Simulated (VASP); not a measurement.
# La2O3 (P-3m1) in VASP: notebook

La2O3 is run at these levels: PBE; tasks: single point.

All numbers are computed with VASP 6.6.1; they aren't measurements. Logs are shortened: lines on timing, memory, paths and dates and some standing lists are left out, and cuts for length are marked.

## (1) The cell of the first run

It takes space group P-3m1 (No. 164, trigonal). The conventional cell has a = 3.803 Å, b = 3.803 Å, c = 5.252 Å, α = 90.00°, β = 90.00°, γ = 120.00°. Within 3.0 Å of La (site symmetry 3m) lie 8 O at 2.27 to 2.98 Å. O (site symmetry 3m) has 5 La at 2.27 to 2.98 Å and 6 O at 2.77 to 2.83 Å within 3.0 Å. O (site symmetry -3m) has 6 La at 2.50 Å and 6 O at 2.83 Å within 3.3 Å.

## (2) Single point, PBE

Input file INCAR:

```
  ALGO = Normal
  EDIFF = 1E-7
  ENCUT = 520
  GGA = PE
  ISIF = 2
  ISMEAR = 0
  LASPH = T
  LCHARG = F
  LREAL = F
  LWAVE = F
  NBANDS = 28
  NELM = 60
  PREC = Accurate
  SIGMA = 0.01
```

Input file KPOINTS:

```
k-points
0
Gamma
  6 6 4
```

Input file POSCAR:

```
La2O3
1.0
    3.8026511838      0.0000000000      0.0000000000
   -1.9013255919      3.2931925269      0.0000000000
    0.0000000000      0.0000000000      5.2516431361
La O
2 3
Direct
    0.6666666667      0.3333333333      0.7722574325
    0.3333333333      0.6666666667      0.2277425675
    0.6666666667      0.3333333333      0.3393838738
    0.3333333333      0.6666666667      0.6606161262
    0.0000000000      0.0000000000      0.0000000000
```

Potentials or basis: VASP PAW PBE potentials, release 64 (La, O).

On the command line:

```
$ cat potpaw_PBE.64/La/POTCAR potpaw_PBE.64/O/POTCAR > POTCAR
$ mpirun -np 1 vasp_std > vasp.out
```

OUTCAR:

```text
EDIFF = 1E-7
   ENCUT = 520
   GGA = PE
   ISIF = 2
   ISMEAR = 0
   LASPH = T
   LREAL = F
   NELM = 60
   PREC = Accurate

 ion  position               nearest neighbor table
   1  0.667  0.333  0.772-   4 2.27   4 2.27   4 2.27   3 2.27   5 2.50   5 2.50   5 2.50   2 3.25
                             2 3.25   2 3.25   2 3.61   2 3.61   2 3.61
   2  0.333  0.667  0.228-   3 2.27   3 2.27   3 2.27   4 2.27   5 2.50   5 2.50   5 2.50   1 3.25
                             1 3.25   1 3.25   1 3.61   1 3.61   1 3.61
   3  0.667  0.333  0.339-   2 2.27   2 2.27   2 2.27   1 2.27
   4  0.333  0.667  0.661-   1 2.27   1 2.27   1 2.27   2 2.27
   5  0.000  0.000  0.000-   1 2.50   2 2.50   2 2.50   1 2.50   1 2.50   2 2.50

  LATTYP: Found a hexagonal cell.
 ALAT       =     3.8026511838
 C/A-ratio  =     1.3810478222

  Lattice vectors:

 A1 = (   3.8026511838,   0.0000000000,   0.0000000000)
 A2 = (  -1.9013255919,   3.2931925269,   0.0000000000)
 A3 = (   0.0000000000,   0.0000000000,   5.2516431361)

Analysis of symmetry for initial positions (statically):
=====================================================================
 Subroutine PRICEL returns:
 Original cell was already a primitive cell.

 Routine SETGRP: Setting up the symmetry group for a
 hexagonal supercell.

 Subroutine GETGRP returns: Found 12 space group operations
 (whereof 12 operations were pure point group operations)
 out of a pool of 24 trial point group operations.

The static configuration has the point symmetry D_3d.

Analysis of symmetry for dynamics (positions and initial velocities):
=====================================================================
 Subroutine PRICEL returns:
 Original cell was already a primitive cell.

 Routine SETGRP: Setting up the symmetry group for a
 hexagonal supercell.

 Subroutine GETGRP returns: Found 12 space group operations
 (whereof 12 operations were pure point group operations)
 out of a pool of 24 trial point group operations.

The dynamic configuration has the point symmetry D_3d.

 Subroutine INISYM returns: Found 12 space group operations
 (whereof 12 operations are pure point group operations),
 and found     1 'primitive' translations

----------------------------------------------------------------------------------------

                                     Primitive cell

  volume of cell :      65.7656

  direct lattice vectors                    reciprocal lattice vectors
     3.802651184  0.000000000  0.000000000     0.262974423  0.151828354  0.000000000
    -1.901325592  3.293192527  0.000000000     0.000000000  0.303656708  0.000000000
     0.000000000  0.000000000  5.251643136     0.000000000  0.000000000  0.190416594

  length of vectors
     3.802651184  3.802651184  5.251643136     0.303656708  0.303656708  0.190416594

  position of ions in fractional coordinates (direct lattice)
     0.666666667  0.333333333  0.772257432
     0.333333333  0.666666667  0.227742568
     0.666666667  0.333333333  0.339383874
     0.333333333  0.666666667  0.660616126
     0.000000000  0.000000000  0.000000000

  ion indices of the primitive-cell ions
   primitive index   ion index
                 1           1
                 2           2
                 3           3
                 4           4
                 5           5

----------------------------------------------------------------------------------------

 KPOINTS: k-points

Automatic generation of k-mesh.
 Grid dimensions read from file:
 generate k-points for:    6    6    4

 Generating k-lattice:

  Cartesian coordinates                     Fractional coordinates (reciprocal lattice)
     0.043829070  0.025304726  0.000000000     0.166666667  0.000000000  0.000000000
     0.000000000  0.050609451  0.000000000     0.000000000  0.166666667  0.000000000
     0.000000000  0.000000000  0.047604149     0.000000000  0.000000000  0.250000000

  Length of vectors
     0.050609451  0.050609451  0.047604149

  Shift w.r.t. Gamma in fractional coordinates (k-lattice)
     0.000000000  0.000000000  0.000000000

 Subroutine IBZKPT returns following result:
 ===========================================

 Found     24 irreducible k-points:

 Following reciprocal coordinates:
            Coordinates               Weight
  0.000000  0.000000  0.000000      1.000000
  0.166667  0.000000  0.000000      6.000000
  0.333333  0.000000  0.000000      6.000000
  0.500000  0.000000  0.000000      3.000000
  0.166667  0.166667  0.000000      6.000000
  0.333333  0.166667  0.000000     12.000000
[... 16 lines left out ...]
  0.333333  0.166667  0.500000     12.000000
  0.333333  0.333333  0.500000      2.000000
   k-points           NKPTS =     24   k-points in BZ     NKDIM =     24   number of bands    NBANDS=     28
   number of dos      NEDOS =    301   number of ions     NIONS =      5
   total plane-waves  NPLWV =  31360
   dimension x,y,z NGX =    28 NGY =   28 NGZ =   40
   dimension x,y,z NGXF=    56 NGYF=   56 NGZF=   80
   ions per type =               2   3
   NGX,Y,Z   is equivalent  to a cutoff of  12.24, 12.24, 12.66 a.u.
   NGXF,Y,Z  is equivalent  to a cutoff of  24.48, 24.48, 25.32 a.u.
 SYSTEM =  unknown system
   PREC   = accura    normal or accurate (medium, high low for compatibility)
   ISTART =      0    job   : 0-new  1-cont  2-samecut
   ICHARG =      2    charge: 1-file 2-atom 10-const
   ISPIN  =      1    spin polarized calculation?
   LNONCOLLINEAR =      F non collinear calculations
   LSORBIT =      F    spin-orbit coupling
   LASPH  =      T    aspherical Exc in radial PAW
   ENCUT  =  520.0 eV  38.22 Ry    6.18 a.u.   7.07  7.07  9.76*2*pi/ulx,y,z
   NELM   =     60;   NELMIN=  2; NELMDL= -5     # of ELM steps
   EDIFF  = 0.1E-06   stopping-criterion for ELM
   LREAL  =      F    real-space projection
   EDIFFG = 0.1E-05   stopping-criterion for IOM
   NSW    =      0    number of steps for IOM
   IBRION =     -1    ionic relax: 0-MD 1-quasi-New 2-CG
   NFREE  =      0    steps in history (QN), initial steepest desc. (CG)
   ISIF   =      2    stress and relaxation
   ISYM   =      2    0-nonsym 1-usesym 2-fastsym
   POTIM  = 0.5000    time-step for ionic-motion
   TEBEG  =    0.0;   TEEND  =   0.0 temperature during run
   PSTRESS=    0.0 pullay stress
   NELECT =      40.0000    total number of electrons
   NUPDOWN=      -1.0000    fix difference up-down
   EMIN   =  10.00;   EMAX   =-10.00  energy-range for DOS
   EFERMI =   0.00;   METHOD = LEGACY
   ISMEAR =     0;   SIGMA  =   0.01  broadening in eV -4-tet -1-fermi 0-gaus
   EFERMI_NEDOS =   21; number of points for ismear=-14 and -15
   IALGO  =     38    algorithm
   IMIX   =      4    mixing-type and parameters
     AMIX     =   0.40;   BMIX     =  1.00
     AMIX_MAG =   1.60;   BMIX_MAG =  1.00
  volume/ion in A,a.u.               =      13.15        88.76
  Fermi-wavevector in a.u.,A,eV,Ry     =   1.387060  2.621163 26.176728  1.923935
  Thomas-Fermi vector in A             =   2.511317
   LORBIT       =      0    0 simple, 1 ext, 2 COOP (PROOUT), +10 PAW based schemes
   GGA     = PE    functional components
   LHFCALC =     F    Hartree Fock is set to
   AEXX    =    0.0000 exact exchange contribution
   IVDW    =     0    specifies the selected vdW correction
   LEPSILON=     F    determine dielectric tensor
   LRPA    =     F    only Hartree local field effects (RPA)
 non-spin polarized calculation
 Gauss-broadening in eV      SIGMA  =   0.01
  energy-cutoff  :      520.00
  volume of cell :       65.77
 maximum number of plane-waves:      1784
   NGX = 15   NGY = 15   NGZ = 19

 number of electron      40.0000001 magnetization

 Free energy of the ion-electron system (eV)
  ---------------------------------------------------
  ext. energy  EPLUGINS =         0.00000000
  ---------------------------------------------------
  free energy    TOTEN  =       -40.05560000 eV

  energy without entropy =      -40.05560000  energy(sigma->0) =      -40.05560000

 E-fermi :   8.5193     XC(G=0): -11.6169

 val. band max:        8.4473637577   @ k =   0.5000   0.0000   0.5000
 cond. band min:      12.1636015534   @ k =   0.3333   0.3333   0.0000
 fundamental gap:      3.7162377957
 Fermi energy:         8.5192690759

 k-point     1 :       0.0000    0.0000    0.0000
  band No.  band energies     occupation
      1     -21.2191      2.00000
      2     -20.3477      2.00000
      3      -9.3235      2.00000
      4      -7.9074      2.00000
      5      -7.2874      2.00000
      6      -4.6788      2.00000
[... 20 lines left out ...]
     27      14.9875      0.00000
     28      14.9971      0.00000

 k-point     2 :       0.1667    0.0000    0.0000
  band No.  band energies     occupation
      1     -21.1156      2.00000
      2     -20.3386      2.00000
      3      -9.2199      2.00000
      4      -8.4516      2.00000
      5      -7.8622      2.00000
      6      -4.8973      2.00000
[... 20 lines left out ...]
     27      14.9182      0.00000
     28      14.9673      0.00000

 k-point     3 :       0.3333    0.0000    0.0000
  band No.  band energies     occupation
      1     -20.8683      2.00000
      2     -20.3531      2.00000
      3      -9.3769      2.00000
      4      -9.2814      2.00000
      5      -8.1434      2.00000
      6      -5.2936      2.00000
[... 20 lines left out ...]
     27      14.7580      0.00000
     28      14.8470      0.00000

 k-point     4 :       0.5000    0.0000    0.0000
  band No.  band energies     occupation
      1     -20.6924      2.00000
      2     -20.4085      2.00000
      3      -9.7863      2.00000
      4      -9.4709      2.00000
      5      -7.8983      2.00000
      6      -5.8504      2.00000
[... 578 lines left out ...]
     27      14.7694      0.00000
     28      14.8743      0.00000

 k-point    23 :       0.3333    0.1667    0.5000
  band No.  band energies     occupation
      1     -20.5814      2.00000
      2     -20.5075      2.00000
      3     -10.0315      2.00000
      4      -9.7485      2.00000
      5      -8.0985      2.00000
      6      -4.9132      2.00000
[... 20 lines left out ...]
     27      14.6395      0.00000
     28      14.7873      0.00000

 k-point    24 :       0.3333    0.3333    0.5000
  band No.  band energies     occupation
      1     -20.5098      2.00000
      2     -20.5098      2.00000
      3      -9.9190      2.00000
      4      -9.9190      2.00000
      5      -8.6115      2.00000
      6      -5.2029      2.00000
[... 20 lines left out ...]
     27      14.5971      0.00000
     28      14.7205      0.00000

------------------------ aborting loop because EDIFF is reached ----------------------------------------

  FORCE on cell =-STRESS in cart. coord.  units (eV):
  Direction    XX          YY          ZZ          XY          YZ          ZX
  --------------------------------------------------------------------------------------
  -------------------------------------------------------------------------------------
  Total       16.2099399     16.2099399     16.2486209      0.0000000      0.0000000      0.0000000
  in kB      394.9054890    394.9054890    395.8478332      0.0000000      0.0000000      0.0000000
  external PRESSURE =     395.2196037 kB  Pullay stress =       0.0000000 kB

 VOLUME and BASIS-vectors are now :
 -----------------------------------------------------------------------------
  energy-cutoff  :      520.00
  volume of cell :       65.77
      direct lattice vectors                 reciprocal lattice vectors
     3.802651184  0.000000000  0.000000000     0.262974423  0.151828354  0.000000000
    -1.901325592  3.293192527  0.000000000     0.000000000  0.303656708  0.000000000
     0.000000000  0.000000000  5.251643136     0.000000000  0.000000000  0.190416594

 POSITION                                       TOTAL-FORCE (eV/Angst)
 -----------------------------------------------------------------------------------
      1.90133      1.09773      4.05562         0.000000      0.000000     -0.021459
     -0.00000      2.19546      1.19602        -0.000000     -0.000000      0.021459
      1.90133      1.09773      1.78232         0.000000     -0.000000     -0.005365
     -0.00000      2.19546      3.46932         0.000000      0.000000      0.005365
      0.00000      0.00000      0.00000         0.000000      0.000000      0.000000
 -----------------------------------------------------------------------------------
    total drift:                                0.000000     -0.000000      0.000000

  FREE ENERGIE OF THE ION-ELECTRON SYSTEM (eV)
  ---------------------------------------------------
  free  energy   TOTEN  =       -40.0555999953 eV

  energy  without entropy=      -40.0555999953  energy(sigma->0) =      -40.05560000
```

It took 55 s on 1 thread of Intel Xeon Platinum 8259CL at 2.50GHz (Skylake/Cascade Lake), shared host; peak memory 0.2 GiB.

Results:

```yaml
Free_energy: -40.0556 eV
Pressure: 39.5 GPa
Largest_force: 0.021 eV/Å
Band_gap_on_the_k_mesh: 3.72 eV, indirect (least direct gap 3.88 eV)
```

Forces on the atoms (eV/Å):
```
La   0.000  0.000 -0.021
La   0.000  0.000  0.021
O    0.000  0.000 -0.005
O    0.000  0.000  0.005
O    0.000  0.000  0.000
```

Levels at points of the mesh, in eV from the valence-band top:
| k point | band 18 | band 19 | band 20 | band 21 | band 22 | band 23 |
| --- | --- | --- | --- | --- | --- | --- |
| (0.00, 0.00, 0.00) | -0.61 | -0.61 | -0.46 | 4.00 | 4.00 | 5.00 |
| (0.50, 0.00, 0.00) | -0.58 | -0.36 | -0.35 | 4.11 | 5.32 | 5.47 |
| (0.00, 0.00, 0.50) | -1.16 | -0.24 | -0.24 | 4.46 | 4.46 | 5.29 |
| (0.50, 0.00, 0.50) | -0.95 | -0.52 | 0.00 | 5.13 | 5.29 | 5.54 |

Caveat: spin-orbit coupling is left out, which moves the levels of the heavy elements. A k mesh can miss the band edges.

## (3) Single point, PBE

This run uses another cell than the first one, of 13.72 Å³/atom, 1.043 times its volume.

Input file INCAR:

```
SYSTEM = La2O3
PREC = Accurate ; ENCUT = 520
EDIFF = 1E-6 ; ISMEAR = 0
SIGMA = 0.01 ; LREAL = .FALSE.
LASPH = .TRUE. ; NELM = 60
ALGO = Normal ; ISIF = 2
LWAVE = .FALSE. ; LCHARG = .TRUE.
GGA = PE ; LELF = .TRUE.
LVHAR = .TRUE. ; NBANDS = 28
```

Input file KPOINTS:

```
regular mesh
0
G
  6 6 4
  0 0 0
```

Input file POSCAR:

```
La2O3
1.0
    3.8294145941      0.0000000000      0.0000000000
   -1.9147072971      3.3163703201      0.0000000000
    0.0000000000      0.0000000000      5.3998360721
La O
2 3
Direct
    0.6666666667      0.3333333333      0.7688592993
    0.3333333333      0.6666666667      0.2311407007
    0.6666666667      0.3333333333      0.3419928869
    0.3333333333      0.6666666667      0.6580071131
    0.0000000000      0.0000000000      0.0000000000
```

Potentials or basis: VASP PAW PBE potentials, release 64 (La, O).

On the command line:

```
$ cat potpaw_PBE.64/La/POTCAR potpaw_PBE.64/O/POTCAR > POTCAR
$ mpirun -np 1 vasp_std > vasp.out
```

Run time: 55 s. Hardware: 1 thread of Intel Xeon Platinum 8259CL at 2.50GHz (Skylake/Cascade Lake), shared host; peak memory 0.2 GiB.

The run converged. Its results:

| Item | Value |
| --- | --- |
| Free energy | -40.6633 eV |
| Pressure | 29.6 GPa |
| Largest force | 0.020 eV/Å |
| Band gap on the k mesh | 3.74 eV, indirect (least direct gap 3.91 eV) |

Forces in eV/Å, atoms in the order of the input:
```
La   0.000  0.000 -0.020
La   0.000  0.000  0.020
O    0.000  0.000 -0.004
O    0.000  0.000  0.004
O    0.000  0.000  0.000
```

Stress tensor (GPa, compression positive):
```
29.56  0.00  0.00
 0.00 29.56  0.00
 0.00  0.00 29.67
```

Levels at points of the mesh, in eV from the valence-band top:
| k point | band 18 | band 19 | band 20 | band 21 | band 22 | band 23 |
| --- | --- | --- | --- | --- | --- | --- |
| (0.00, 0.00, 0.00) | -0.60 | -0.60 | -0.42 | 4.11 | 4.11 | 4.86 |
| (0.50, 0.00, 0.00) | -0.64 | -0.41 | -0.36 | 4.05 | 5.14 | 5.50 |
| (0.00, 0.00, 0.50) | -1.09 | -0.30 | -0.30 | 4.50 | 4.50 | 5.15 |
| (0.50, 0.00, 0.50) | -0.92 | -0.51 | 0.00 | 5.02 | 5.07 | 5.48 |

Caveat: spin-orbit coupling is left out, which moves the levels of the heavy elements.

## (4) Single point, PBE

This run uses another cell than the first one, of 14.43 Å³/atom, 1.097 times its volume.

Input file INCAR:

```
PREC = Accurate ; ENCUT = 520
EDIFF = 1E-6 ; ISMEAR = 0
SIGMA = 0.01 ; LREAL = False
LASPH = True ; NELM = 60
ALGO = Normal ; ISIF = 2
LWAVE = False ; LCHARG = False
GGA = PE ; NBANDS = 28
```

Input file KPOINTS:

```
Automatic mesh
0
Gamma
  6 6 4
```

Input file POSCAR:

```
La2O3
1.0
    3.8547532988      0.0000000000      0.0000000000
   -1.9273766494      3.3383142821      0.0000000000
    0.0000000000      0.0000000000      5.6077619046
La O
2 3
Direct
    0.6666666667      0.3333333333      0.7642695463
    0.3333333333      0.6666666667      0.2357304537
    0.6666666667      0.3333333333      0.3461609021
    0.3333333333      0.6666666667      0.6538390979
    0.0000000000      0.0000000000      0.0000000000
```

On the command line:

```
$ cat potpaw_PBE.64/La/POTCAR potpaw_PBE.64/O/POTCAR > POTCAR
$ mpirun -np 1 vasp_std > vasp.out
```

Wall time 66 s (1 thread of Intel Xeon Platinum 8259CL at 2.50GHz (Skylake/Cascade Lake), shared host); peak memory 0.21 GiB.

Results (log left out):

| Item | Value |
| --- | --- |
| Free energy | -41.2149 eV |
| Pressure | 19.6 GPa |
| Largest force | 0.016 eV/Å |
| Band gap on the k mesh | 3.81 eV, indirect (least direct gap 3.94 eV) |

Forces on the atoms (eV/Å):
```
La   0.000  0.000 -0.016
La   0.000  0.000  0.016
O    0.000  0.000 -0.004
O    0.000  0.000  0.004
O    0.000  0.000  0.000
```

Stress tensor (GPa, compression positive):
```
19.60  0.00  0.00
 0.00 19.60  0.00
 0.00  0.00 19.70
```

Levels at points of the mesh, in eV from the valence-band top:
| k point | band 18 | band 19 | band 20 | band 21 | band 22 | band 23 |
| --- | --- | --- | --- | --- | --- | --- |
| (0.00, 0.00, 0.00) | -0.57 | -0.57 | -0.33 | 4.29 | 4.29 | 4.70 |
| (0.50, 0.00, 0.00) | -0.71 | -0.45 | -0.36 | 3.98 | 4.99 | 5.52 |
| (0.00, 0.00, 0.50) | -1.02 | -0.36 | -0.36 | 4.59 | 4.59 | 5.01 |
| (0.50, 0.00, 0.50) | -0.88 | -0.47 | 0.00 | 4.82 | 4.91 | 5.38 |

Caveat: spin-orbit coupling is left out, which moves the levels of the heavy elements. A k mesh can miss the band edges.

## (5) The runs side by side

| cell | gap on the mesh (eV) | pressure (GPa) | largest force (eV/Å) |
| --- | --- | --- | --- |
| a = 3.803, b = 3.803, c = 5.252 Å, angles 90.0, 90.0, 120.0°, 5 atoms | 3.72 | 39.5 | 0.02 |
| a = 3.829, b = 3.829, c = 5.400 Å, angles 90.0, 90.0, 120.0°, 5 atoms | 3.74 | 29.6 | 0.02 |
| a = 3.855, b = 3.855, c = 5.608 Å, angles 90.0, 90.0, 120.0°, 5 atoms | 3.81 | 19.6 | 0.02 |

Alike in all rows: task single point; level PBE; potentials or basis VASP PAW PBE potentials, release 64 (La, O); no spin polarisation; k mesh 6 × 6 × 4; cutoff (eV) 520; smearing gaussian 0.01 eV.

Caveats: spin-orbit coupling is left out, which moves the levels of the heavy elements.

Absolute energies hang on the potentials; compare differences alone.
